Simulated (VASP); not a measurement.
# AlIr (Pm-3m) in VASP: a series of runs

The runs below take AlIr through single point, relaxation of cell and atoms, with LDA.

All numbers are computed with VASP 6.6.1; they aren't measurements. Logs are shortened: lines on timing, memory, paths and dates and some standing lists are left out, and cuts for length are marked.

**1. The cell of the first run**

The structure is cubic, space group Pm-3m (No. 221). The conventional cell has a = 2.968 Å, b = 2.968 Å, c = 2.968 Å, α = 90.00°, β = 90.00°, γ = 90.00°. Within 3.4 Å of Al (site symmetry m-3m) lie 8 Ir at 2.57 Å and 6 Al at 2.97 Å. Within 3.4 Å of Ir (site symmetry m-3m) lie 8 Al at 2.57 Å and 6 Ir at 2.97 Å.

**2. Single point, LDA**

INCAR

```
PREC = Accurate
ENCUT = 500
EDIFF = 1E-6
ISMEAR = 0
SIGMA = 0.1
LREAL = F
LASPH = T
NELM = 120
ALGO = Normal
ISIF = 2
LWAVE = F
LCHARG = F
GGA = CA
NBANDS = 13
GGA_COMPAT = F
```

KPOINTS

```
regular mesh
0
Gamma
  9 9 9
```

POSCAR

```
AlIr
1.0
    2.9684111362      0.0000000000      0.0000000000
    0.0000000000      2.9684111362      0.0000000000
    0.0000000000      0.0000000000      2.9684111362
Al Ir
1 1
Direct
    0.0000000000      0.0000000000      0.0000000000
    0.5000000000      0.5000000000      0.5000000000
```

Potentials or basis: VASP PAW LDA potentials, release 64 (Al, Ir).

Launch:

```sh
> cat potpaw_LDA.64/Al/POTCAR potpaw_LDA.64/Ir/POTCAR > POTCAR
> mpirun -np 1 vasp_std > vasp.out
```

OUTCAR:

```text
PREC = Accurate
   ENCUT = 500
   EDIFF = 1E-6
   ISMEAR = 0
   LREAL = F
   LASPH = T
   NELM = 120
   ISIF = 2
   GGA = CA

 ion  position               nearest neighbor table
   1  0.000  0.000  0.000-   2 2.57   2 2.57   2 2.57   2 2.57   2 2.57   2 2.57   2 2.57   2 2.57

   2  0.500  0.500  0.500-   1 2.57   1 2.57   1 2.57   1 2.57   1 2.57   1 2.57   1 2.57   1 2.57

  LATTYP: Found a simple cubic cell.
 ALAT       =     2.9684111362

  Lattice vectors:

 A1 = (   2.9684111362,   0.0000000000,   0.0000000000)
 A2 = (   0.0000000000,   2.9684111362,   0.0000000000)
 A3 = (   0.0000000000,   0.0000000000,   2.9684111362)

Analysis of symmetry for initial positions (statically):
=====================================================================
 Subroutine PRICEL returns:
 Original cell was already a primitive cell.

 Routine SETGRP: Setting up the symmetry group for a
 simple cubic supercell.

 Subroutine GETGRP returns: Found 48 space group operations
 (whereof 48 operations were pure point group operations)
 out of a pool of 48 trial point group operations.

The static configuration has the point symmetry O_h .

Analysis of symmetry for dynamics (positions and initial velocities):
=====================================================================
 Subroutine PRICEL returns:
 Original cell was already a primitive cell.

 Routine SETGRP: Setting up the symmetry group for a
 simple cubic supercell.

 Subroutine GETGRP returns: Found 48 space group operations
 (whereof 48 operations were pure point group operations)
 out of a pool of 48 trial point group operations.

The dynamic configuration has the point symmetry O_h .

 Subroutine INISYM returns: Found 48 space group operations
 (whereof 48 operations are pure point group operations),
 and found     1 'primitive' translations

----------------------------------------------------------------------------------------

                                     Primitive cell

  volume of cell :      26.1560

  direct lattice vectors                    reciprocal lattice vectors
     2.968411136  0.000000000  0.000000000     0.336880558  0.000000000  0.000000000
     0.000000000  2.968411136  0.000000000     0.000000000  0.336880558  0.000000000
     0.000000000  0.000000000  2.968411136     0.000000000  0.000000000  0.336880558

  length of vectors
     2.968411136  2.968411136  2.968411136     0.336880558  0.336880558  0.336880558

  position of ions in fractional coordinates (direct lattice)
     0.000000000  0.000000000  0.000000000
     0.500000000  0.500000000  0.500000000

  ion indices of the primitive-cell ions
   primitive index   ion index
                 1           1
                 2           2

----------------------------------------------------------------------------------------

 KPOINTS: regular mesh

Automatic generation of k-mesh.
 Grid dimensions read from file:
 generate k-points for:    9    9    9

 Generating k-lattice:

  Cartesian coordinates                     Fractional coordinates (reciprocal lattice)
     0.037431173  0.000000000  0.000000000     0.111111111  0.000000000  0.000000000
     0.000000000  0.037431173  0.000000000     0.000000000  0.111111111  0.000000000
     0.000000000  0.000000000  0.037431173     0.000000000  0.000000000  0.111111111

  Length of vectors
     0.037431173  0.037431173  0.037431173

  Shift w.r.t. Gamma in fractional coordinates (k-lattice)
     0.000000000  0.000000000  0.000000000

 Subroutine IBZKPT returns following result:
 ===========================================

 Found     35 irreducible k-points:

 Following reciprocal coordinates:
            Coordinates               Weight
  0.000000  0.000000  0.000000      1.000000
  0.111111  0.000000  0.000000      6.000000
  0.222222  0.000000  0.000000      6.000000
  0.333333  0.000000  0.000000      6.000000
  0.444444  0.000000  0.000000      6.000000
  0.111111  0.111111  0.000000     12.000000
[... 16 lines left out ...]
  0.333333  0.333333  0.111111     24.000000
  0.444444  0.333333  0.111111     48.000000
 [... further k-points ...]
   k-points           NKPTS =     35   k-points in BZ     NKDIM =     35   number of bands    NBANDS=     13
   number of dos      NEDOS =    301   number of ions     NIONS =      2
   total plane-waves  NPLWV =  13824
   dimension x,y,z NGX =    24 NGY =   24 NGZ =   24
   dimension x,y,z NGXF=    48 NGYF=   48 NGZF=   48
   ions per type =               1   1
   NGX,Y,Z   is equivalent  to a cutoff of  13.44, 13.44, 13.44 a.u.
   NGXF,Y,Z  is equivalent  to a cutoff of  26.88, 26.88, 26.88 a.u.
 SYSTEM =  unknown system
   PREC   = accura    normal or accurate (medium, high low for compatibility)
   ISTART =      0    job   : 0-new  1-cont  2-samecut
   ICHARG =      2    charge: 1-file 2-atom 10-const
   ISPIN  =      1    spin polarized calculation?
   LNONCOLLINEAR =      F non collinear calculations
   LSORBIT =      F    spin-orbit coupling
   LASPH  =      T    aspherical Exc in radial PAW
   ENCUT  =  500.0 eV  36.75 Ry    6.06 a.u.   5.41  5.41  5.41*2*pi/ulx,y,z
   NELM   =    120;   NELMIN=  2; NELMDL= -5     # of ELM steps
   EDIFF  = 0.1E-05   stopping-criterion for ELM
   LREAL  =      F    real-space projection
   EDIFFG = 0.1E-04   stopping-criterion for IOM
   NSW    =      0    number of steps for IOM
   IBRION =     -1    ionic relax: 0-MD 1-quasi-New 2-CG
   NFREE  =      0    steps in history (QN), initial steepest desc. (CG)
   ISIF   =      2    stress and relaxation
   ISYM   =      2    0-nonsym 1-usesym 2-fastsym
   POTIM  = 0.5000    time-step for ionic-motion
   TEBEG  =    0.0;   TEEND  =   0.0 temperature during run
   PSTRESS=    0.0 pullay stress
   NELECT =      12.0000    total number of electrons
   NUPDOWN=      -1.0000    fix difference up-down
   EMIN   =  10.00;   EMAX   =-10.00  energy-range for DOS
   EFERMI =   0.00;   METHOD = LEGACY
   ISMEAR =     0;   SIGMA  =   0.10  broadening in eV -4-tet -1-fermi 0-gaus
   EFERMI_NEDOS =   21; number of points for ismear=-14 and -15
   IALGO  =     38    algorithm
   IMIX   =      4    mixing-type and parameters
     AMIX     =   0.40;   BMIX     =  1.00
     AMIX_MAG =   1.60;   BMIX_MAG =  1.00
  volume/ion in A,a.u.               =      13.08        88.25
  Fermi-wavevector in a.u.,A,eV,Ry     =   1.262635  2.386034 21.691053  1.594247
  Thomas-Fermi vector in A             =   2.396033
   LORBIT       =      0    0 simple, 1 ext, 2 COOP (PROOUT), +10 PAW based schemes
   GGA     = CA    functional components
   LHFCALC =     F    Hartree Fock is set to
   AEXX    =    0.0000 exact exchange contribution
   IVDW    =     0    specifies the selected vdW correction
   LEPSILON=     F    determine dielectric tensor
   LRPA    =     F    only Hartree local field effects (RPA)
 non-spin polarized calculation
 Gauss-broadening in eV      SIGMA  =   0.10
  energy-cutoff  :      500.00
  volume of cell :       26.16
 maximum number of plane-waves:       691
 NGX is ok and might be reduce to    24
   NGX = 11   NGY = 11   NGZ = 11

 number of electron      12.0000000 magnetization

 Free energy of the ion-electron system (eV)
  ---------------------------------------------------
  ext. energy  EPLUGINS =         0.00000000
  ---------------------------------------------------
  free energy    TOTEN  =       -16.46113848 eV

  energy without entropy =      -16.45866117  energy(sigma->0) =      -16.45989983

 E-fermi :  11.0517     XC(G=0): -12.9357

 val. band max:       10.9999618892   @ k =   0.4444   0.4444   0.0000
 cond. band min:      11.1476803228   @ k =   0.4444   0.4444   0.1111
 fundamental gap:      0.1477184337
 Fermi energy:        11.0517273541

 k-point     1 :       0.0000    0.0000    0.0000
  band No.  band energies     occupation
      1      -1.3886      2.00000
      2       5.0244      2.00000
      3       5.0244      2.00000
      4       9.2534      2.00000
      5       9.2534      2.00000
      6       9.2534      2.00000
      7      15.4084      0.00000
      8      15.4084      0.00000
      9      15.4084      0.00000
     10      21.1348      0.00000
     11      21.1348      0.00000
     12      22.9392      0.00000
     13      29.6625      0.00000

 k-point     2 :       0.1111    0.0000    0.0000
  band No.  band energies     occupation
      1      -1.1350      2.00000
      2       5.1078      2.00000
      3       5.1276      2.00000
      4       8.9316      2.00000
      5       8.9316      2.00000
      6       9.2870      2.00000
      7      14.3107      0.00000
      8      15.9126      0.00000
      9      15.9126      0.00000
     10      20.4958      0.00000
     11      21.6953      0.00000
     12      23.9967      0.00000
     13      28.8818      0.00000

 k-point     3 :       0.2222    0.0000    0.0000
  band No.  band energies     occupation
      1      -0.4062      2.00000
      2       5.2669      2.00000
      3       5.3302      2.00000
      4       8.2590      2.00000
      5       8.2590      2.00000
      6       9.3734      2.00000
      7      12.5620      0.00000
      8      17.1285      0.00000
      9      17.1285      0.00000
     10      19.1540      0.00000
     11      22.1525      0.00000
     12      26.8323      0.00000
     13      26.9876      0.00000
[... 305 lines left out ...]
 k-point    23 :       0.3333    0.3333    0.1111
  band No.  band energies     occupation
      1       2.4800      2.00000
      2       4.8334      2.00000
      3       6.4220      2.00000
      4       7.0375      2.00000
      5       7.9286      2.00000
      6       8.1443      2.00000
      7      12.4540      0.00000
      8      14.5356      0.00000
      9      18.1405      0.00000
     10      19.0173      0.00000
     11      23.0048      0.00000
     12      24.2983      0.00000
     13      24.4070      0.00000

 k-point    24 :       0.4444    0.3333    0.1111
  band No.  band energies     occupation
      1       3.0380      2.00000
      2       4.6253      2.00000
      3       6.3941      2.00000
      4       6.8997      2.00000
      5       8.1434      2.00000
      6       8.7325      2.00000
      7      11.5359      0.00000
      8      14.8712      0.00000
      9      16.9562      0.00000
     10      19.3741      0.00000
     11      22.7305      0.00000
     12      23.2162      0.00000
     13      26.0061      0.00000

 [... further k-points ...]

------------------------ aborting loop because EDIFF is reached ----------------------------------------

  FORCE on cell =-STRESS in cart. coord.  units (eV):
  Direction    XX          YY          ZZ          XY          YZ          ZX
  --------------------------------------------------------------------------------------
  -------------------------------------------------------------------------------------
  Total        0.2053921      0.2053921      0.2053921     -0.0000000     -0.0000000      0.0000000
  in kB       12.5812055     12.5812055     12.5812055     -0.0000000     -0.0000000      0.0000000
  external PRESSURE =      12.5812055 kB  Pullay stress =       0.0000000 kB

 VOLUME and BASIS-vectors are now :
 -----------------------------------------------------------------------------
  energy-cutoff  :      500.00
  volume of cell :       26.16
      direct lattice vectors                 reciprocal lattice vectors
     2.968411136  0.000000000  0.000000000     0.336880558  0.000000000  0.000000000
     0.000000000  2.968411136  0.000000000     0.000000000  0.336880558  0.000000000
     0.000000000  0.000000000  2.968411136     0.000000000  0.000000000  0.336880558

 POSITION                                       TOTAL-FORCE (eV/Angst)
 -----------------------------------------------------------------------------------
      0.00000      0.00000      0.00000         0.000000      0.000000      0.000000
      1.48421      1.48421      1.48421         0.000000      0.000000      0.000000
 -----------------------------------------------------------------------------------
    total drift:                                0.000000     -0.000000     -0.000000

  FREE ENERGIE OF THE ION-ELECTRON SYSTEM (eV)
  ---------------------------------------------------
  free  energy   TOTEN  =       -16.4611384835 eV

  energy  without entropy=      -16.4586611686  energy(sigma->0) =      -16.45989983
```

Run time: 3.3 s. Hardware: 1 thread of Intel Xeon 6975P-C (Granite Rapids), shared host; peak memory 0.13 GiB.

Results:

```yaml
Free_energy: -16.4611 eV
Pressure: 1.3 GPa
Band_gap_on_the_k_mesh: zero (band 6 reaches 11.87 eV, above the bottom of band 7 at 11.00 eV)
```

Caveat: spin-orbit coupling is left out, which moves the levels of the heavy elements.

[end of part 1 of 2]
